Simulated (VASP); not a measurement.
# Ta (Cmcm) in VASP: further runs

Ta is run at these levels: PBEsol; tasks: single point.

Everything below comes from runs of VASP 6.6.1. Logs are shortened: lines on timing, memory, paths and dates and some standing lists are left out, and cuts for length are marked.

**1. The cell of the first run**

Symmetry: Cmcm, No. 63, orthorhombic system. The conventional cell has a = 2.900 Å, b = 5.024 Å, c = 5.166 Å, α = 90.00°, β = 90.00°, γ = 90.00°. Within 3.8 Å of Ta (site symmetry m2m) lie 12 Ta at 2.86 to 3.23 Å.

**2. Single point, PBEsol (atom 1 (Ta) moved by (-0.450, +0.000) A along y and z)**

INCAR reads:

```
PREC     = Accurate       # precision mode
ENCUT    = 520            # plane-wave cutoff, eV
EDIFF    = 1E-7           # SCF threshold, eV
ISMEAR   = 0              # smearing method
SIGMA    = 0.15           # smearing width, eV
LREAL    = False          # projectors in reciprocal space
LASPH    = True           # aspherical terms in the spheres
NELM     = 80             # most SCF steps
ALGO     = Fast           # electronic algorithm
ISIF     = 2              # what is computed and relaxed
LWAVE    = False          # write WAVECAR
LCHARG   = True           # write CHGCAR
GGA      = PS             # functional
LELF     = True           # ELF
LVHAR    = True         
NBANDS   = 18             # bands
```

KPOINTS reads:

```
regular mesh
0
Gamma
  18 18 10
```

POSCAR reads:

```
Ta
1.0
    2.9003720726      0.0000000000      0.0000000000
   -1.4501860363      2.5117958953      0.0000000000
    0.0000000000      0.0000000000      5.1662740000
Ta
2
Direct
    0.5770893246      0.1541786493      0.7500000000
    0.3333333333      0.6666666667      0.2500000000
```

Potentials or basis: VASP PAW PBE potentials, release 64 (Ta_pv).

Run with:

```console
cat potpaw_PBE.64/Ta_pv/POTCAR > POTCAR
mpirun -np 1 vasp_std > vasp.out
```

OUTCAR:

```text
PREC = Accurate
   ENCUT = 520
   EDIFF = 1E-7
   ISMEAR = 0
   LREAL = False
   LASPH = True
   NELM = 80
   ISIF = 2
   GGA = PS

 ion  position               nearest neighbor table
   1  0.577  0.154  0.750-   2 2.86   2 2.86   2 3.23   2 3.23   2 3.23   2 3.23
   2  0.333  0.667  0.250-   1 2.86   1 2.86   1 3.23   1 3.23   1 3.23   1 3.23

  LATTYP: Found a hexagonal cell.
 ALAT       =     2.9003720726
 C/A-ratio  =     1.7812452577

  Lattice vectors:

 A1 = (   2.9003720726,   0.0000000000,   0.0000000000)
 A2 = (  -1.4501860363,   2.5117958953,   0.0000000000)
 A3 = (   0.0000000000,   0.0000000000,   5.1662740000)

Analysis of symmetry for initial positions (statically):
=====================================================================
 Subroutine PRICEL returns:
 Original cell was already a primitive cell.

 Routine SETGRP: Setting up the symmetry group for a
 hexagonal supercell.

 Subroutine GETGRP returns: Found  8 space group operations
 (whereof  2 operations were pure point group operations)
 out of a pool of 24 trial point group operations.

The static configuration has the point symmetry C_1h.
 The point group associated with its full space group is D_2h.

Analysis of symmetry for dynamics (positions and initial velocities):
=====================================================================
 Subroutine PRICEL returns:
 Original cell was already a primitive cell.

 Routine SETGRP: Setting up the symmetry group for a
 hexagonal supercell.

 Subroutine GETGRP returns: Found  8 space group operations
 (whereof  2 operations were pure point group operations)
 out of a pool of 24 trial point group operations.

The dynamic configuration has the point symmetry C_1h.
 The point group associated with its full space group is D_2h.

 Subroutine INISYM returns: Found  8 space group operations
 (whereof  2 operations are pure point group operations),
 and found     1 'primitive' translations

----------------------------------------------------------------------------------------

                                     Primitive cell

  volume of cell :      37.6370

  direct lattice vectors                    reciprocal lattice vectors
     2.900372073  0.000000000  0.000000000     0.344783350  0.199060760  0.000000000
    -1.450186036  2.511795895  0.000000000     0.000000000  0.398121520  0.000000000
     0.000000000  0.000000000  5.166274000     0.000000000  0.000000000  0.193563098

  length of vectors
     2.900372073  2.900372073  5.166274000     0.398121520  0.398121520  0.193563098

  position of ions in fractional coordinates (direct lattice)
     0.577089325  0.154178649  0.750000000
     0.333333333  0.666666667  0.250000000

  ion indices of the primitive-cell ions
   primitive index   ion index
                 1           1
                 2           2

----------------------------------------------------------------------------------------

 KPOINTS: regular mesh

Automatic generation of k-mesh.
 Grid dimensions read from file:
 generate k-points for:   18   18   10

 Generating k-lattice:

  Cartesian coordinates                     Fractional coordinates (reciprocal lattice)
     0.019154631  0.011058931  0.000000000     0.055555556  0.000000000  0.000000000
     0.000000000  0.022117862  0.000000000     0.000000000  0.055555556  0.000000000
     0.000000000  0.000000000  0.019356310     0.000000000  0.000000000  0.100000000

  Length of vectors
     0.022117862  0.022117862  0.019356310

  Shift w.r.t. Gamma in fractional coordinates (k-lattice)
     0.000000000  0.000000000  0.000000000

 Subroutine IBZKPT returns following result:
 ===========================================

 Found    546 irreducible k-points:

 Following reciprocal coordinates:
            Coordinates               Weight
  0.000000  0.000000  0.000000      1.000000
  0.055556  0.000000  0.000000      4.000000
  0.000000  0.055556  0.000000      2.000000
  0.111111  0.000000  0.000000      4.000000
  0.000000  0.111111  0.000000      2.000000
  0.166667  0.000000  0.000000      4.000000
[... 16 lines left out ...]
 -0.055556  0.166667  0.000000      4.000000
 -0.166667  0.111111  0.000000      4.000000
 [... further k-points ...]
   k-points           NKPTS =    546   k-points in BZ     NKDIM =    546   number of bands    NBANDS=     18
   number of dos      NEDOS =    301   number of ions     NIONS =      2
   total plane-waves  NPLWV =  23040
   dimension x,y,z NGX =    24 NGY =   24 NGZ =   40
   dimension x,y,z NGXF=    48 NGYF=   48 NGZF=   80
   ions per type =               2
   NGX,Y,Z   is equivalent  to a cutoff of  13.76, 13.76, 12.87 a.u.
   NGXF,Y,Z  is equivalent  to a cutoff of  27.51, 27.51, 25.74 a.u.
 SYSTEM =  unknown system
   PREC   = accura    normal or accurate (medium, high low for compatibility)
   ISTART =      0    job   : 0-new  1-cont  2-samecut
   ICHARG =      2    charge: 1-file 2-atom 10-const
   ISPIN  =      1    spin polarized calculation?
   LNONCOLLINEAR =      F non collinear calculations
   LSORBIT =      F    spin-orbit coupling
   LASPH  =      T    aspherical Exc in radial PAW
   ENCUT  =  520.0 eV  38.22 Ry    6.18 a.u.   5.39  5.39  9.61*2*pi/ulx,y,z
   NELM   =     80;   NELMIN=  2; NELMDL= -5     # of ELM steps
   EDIFF  = 0.1E-06   stopping-criterion for ELM
   LREAL  =      F    real-space projection
   EDIFFG = 0.1E-05   stopping-criterion for IOM
   NSW    =      0    number of steps for IOM
   IBRION =     -1    ionic relax: 0-MD 1-quasi-New 2-CG
   NFREE  =      0    steps in history (QN), initial steepest desc. (CG)
   ISIF   =      2    stress and relaxation
   ISYM   =      2    0-nonsym 1-usesym 2-fastsym
   POTIM  = 0.5000    time-step for ionic-motion
   TEBEG  =    0.0;   TEEND  =   0.0 temperature during run
   PSTRESS=    0.0 pullay stress
   NELECT =      22.0000    total number of electrons
   NUPDOWN=      -1.0000    fix difference up-down
   EMIN   =  10.00;   EMAX   =-10.00  energy-range for DOS
   EFERMI =   0.00;   METHOD = LEGACY
   ISMEAR =     0;   SIGMA  =   0.15  broadening in eV -4-tet -1-fermi 0-gaus
   EFERMI_NEDOS =   21; number of points for ismear=-14 and -15
   IALGO  =     68    algorithm
   IMIX   =      4    mixing-type and parameters
     AMIX     =   0.40;   BMIX     =  1.00
     AMIX_MAG =   1.60;   BMIX_MAG =  1.00
  volume/ion in A,a.u.               =      18.82       126.99
  Fermi-wavevector in a.u.,A,eV,Ry     =   1.368812  2.586680 25.492516  1.873647
  Thomas-Fermi vector in A             =   2.494743
   LORBIT       =      0    0 simple, 1 ext, 2 COOP (PROOUT), +10 PAW based schemes
   GGA     = PS    functional components
   LHFCALC =     F    Hartree Fock is set to
   AEXX    =    0.0000 exact exchange contribution
   IVDW    =     0    specifies the selected vdW correction
   LEPSILON=     F    determine dielectric tensor
   LRPA    =     F    only Hartree local field effects (RPA)
 non-spin polarized calculation
 RMM-DIIS sequential band-by-band and
 Gauss-broadening in eV      SIGMA  =   0.15
  energy-cutoff  :      520.00
  volume of cell :       37.64
 maximum number of plane-waves:      1039
 NGX is ok and might be reduce to    24
   NGX = 11   NGY = 11   NGZ = 19

 number of electron      22.0000003 magnetization

 Free energy of the ion-electron system (eV)
  ---------------------------------------------------
  ext. energy  EPLUGINS =         0.00000000
  ---------------------------------------------------
  free energy    TOTEN  =       -24.48218875 eV

  energy without entropy =      -24.45298054  energy(sigma->0) =      -24.46758464

 E-fermi :   5.3548     XC(G=0): -12.4870

 val. band max:        5.3539589103   @ k =  -0.2222   0.1111   0.3000
 cond. band min:       5.3580908198   @ k =   0.3333   0.3333   0.3000
 fundamental gap:      0.0041319095
 Fermi energy:         5.3548466021

 k-point     1 :       0.0000    0.0000    0.0000
  band No.  band energies     occupation
      1     -29.2196      2.00000
      2     -28.2775      2.00000
      3     -28.1972      2.00000
      4     -28.1883      2.00000
      5     -28.1773      2.00000
      6     -28.0780      2.00000
[... 10 lines left out ...]
     17       9.4600      0.00000
     18      10.9169      0.00000

 k-point     2 :       0.0556    0.0000    0.0000
  band No.  band energies     occupation
      1     -29.2112      2.00000
      2     -28.2771      2.00000
      3     -28.2268      2.00000
      4     -28.2072      2.00000
      5     -28.1960      2.00000
      6     -28.0908      2.00000
[... 10 lines left out ...]
     17       9.5501      0.00000
     18      11.0343      0.00000

 k-point     3 :       0.0000    0.0556    0.0000
  band No.  band energies     occupation
      1     -29.2092      2.00000
      2     -28.2792      2.00000
      3     -28.2287      2.00000
      4     -28.2034      2.00000
      5     -28.1769      2.00000
      6     -28.1121      2.00000
[... 10 lines left out ...]
     17       9.7825      0.00000
     18      11.1391      0.00000

 k-point     4 :       0.1111    0.0000    0.0000
  band No.  band energies     occupation
      1     -29.1866      2.00000
      2     -28.3242      2.00000
      3     -28.2833      2.00000
      4     -28.2761      2.00000
      5     -28.2216      2.00000
      6     -28.1198      2.00000
[... 375 lines left out ...]
      4     -28.2816      2.00000
      5     -28.2375      2.00000
      6     -28.1706      2.00000
[... 10 lines left out ...]
     17       9.8295      0.00000
     18      12.0190      0.00000

 k-point    23 :      -0.0556    0.1667    0.0000
  band No.  band energies     occupation
      1     -29.1517      2.00000
      2     -28.3968      2.00000
      3     -28.3270      2.00000
      4     -28.2881      2.00000
      5     -28.2358      2.00000
      6     -28.2032      2.00000
[... 10 lines left out ...]
     17      10.1439      0.00000
     18      12.2318      0.00000

 k-point    24 :      -0.1667    0.1111    0.0000
  band No.  band energies     occupation
      1     -29.1668      2.00000
      2     -28.4115      2.00000
      3     -28.3732      2.00000
      4     -28.2717      2.00000
      5     -28.2433      2.00000
      6     -28.1326      2.00000
[... 10 lines left out ...]
     17      10.5728      0.00000
     18      11.2087      0.00000

 [... further k-points ...]

------------------------ aborting loop because EDIFF is reached ----------------------------------------

  FORCE on cell =-STRESS in cart. coord.  units (eV):
  Direction    XX          YY          ZZ          XY          YZ          ZX
  --------------------------------------------------------------------------------------
  -------------------------------------------------------------------------------------
  Total       -2.7310040      0.2514971     -2.0179321     -0.0000000      0.0000000      0.0000000
  in kB     -116.2565476     10.7060191    -85.9016745     -0.0000000      0.0000000      0.0000000
  external PRESSURE =     -63.8174010 kB  Pullay stress =       0.0000000 kB

 VOLUME and BASIS-vectors are now :
 -----------------------------------------------------------------------------
  energy-cutoff  :      520.00
  volume of cell :       37.64
      direct lattice vectors                 reciprocal lattice vectors
     2.900372073  0.000000000  0.000000000     0.344783350  0.199060760  0.000000000
    -1.450186036  2.511795895  0.000000000     0.000000000  0.398121520  0.000000000
     0.000000000  0.000000000  5.166274000     0.000000000  0.000000000  0.193563098

 POSITION                                       TOTAL-FORCE (eV/Angst)
 -----------------------------------------------------------------------------------
      1.45019      0.38727      3.87471         0.000000      0.314049      0.000000
     -0.00000      1.67453      1.29157         0.000000     -0.314049     -0.000000
 -----------------------------------------------------------------------------------
    total drift:                                0.000000      0.000001      0.000000

  FREE ENERGIE OF THE ION-ELECTRON SYSTEM (eV)
  ---------------------------------------------------
  free  energy   TOTEN  =       -24.4821887532 eV

  energy  without entropy=      -24.4529805365  energy(sigma->0) =      -24.46758464
```

Run time: 5.6 min. Hardware: 1 thread of Intel Xeon 6975P-C (Granite Rapids), shared host; peak memory 0.4 GiB.

Results:

| Quantity | Value |
| --- | --- |
| Free energy | -24.4822 eV |
| Pressure | -6.4 GPa |
| Largest force | 0.314 eV/Å |
| Band gap on the k mesh | zero (bands 11 and 12 overlap by 2.84 eV) |

Forces on the atoms (eV/Å):
```
Ta   0.000  0.314  0.000
Ta   0.000 -0.314  0.000
```

Stress tensor (GPa, compression positive):
```
-11.63   0.00   0.00
  0.00   1.07   0.00
  0.00   0.00  -8.59
```

Levels at points of the mesh, in eV from the Fermi level:
```tsv
k point	band 7	band 8	band 9	band 10	band 11	band 12	band 13	band 14	band 15	band 16
(0.00, 0.00, 0.00)	-8.12	-4.78	-0.99	-0.05	0.57	0.87	0.91	1.46	2.62	3.87
(0.50, 0.00, 0.00)	-4.29	-3.70	-3.56	-0.07	0.10	0.62	1.33	4.39	6.48	6.49
(0.00, 0.50, 0.00)	-3.94	-3.33	-2.07	-2.00	-1.08	0.38	0.96	5.43	6.31	6.80
(0.00, 0.00, 0.50)	-6.30	-6.30	-1.22	-1.22	0.61	0.61	0.89	0.89	4.11	4.11
(0.50, 0.00, 0.50)	-4.08	-4.08	-2.43	-2.43	1.04	1.04	3.12	3.12	5.66	5.66
(0.00, 0.50, 0.50)	-4.46	-4.46	-2.31	-2.31	1.81	1.81	2.64	2.64	5.95	5.95
```

Caveat: the cell differs from its parent crystal (atom 1 (Ta) moved by (-0.450, +0.000) A along y and z); the cell stands under tension; the PAW data sets were made with another functional, which shifts forces and pressure a little; spin-orbit coupling is left out, which moves the levels of the heavy elements.

[end of part 1 of 2]
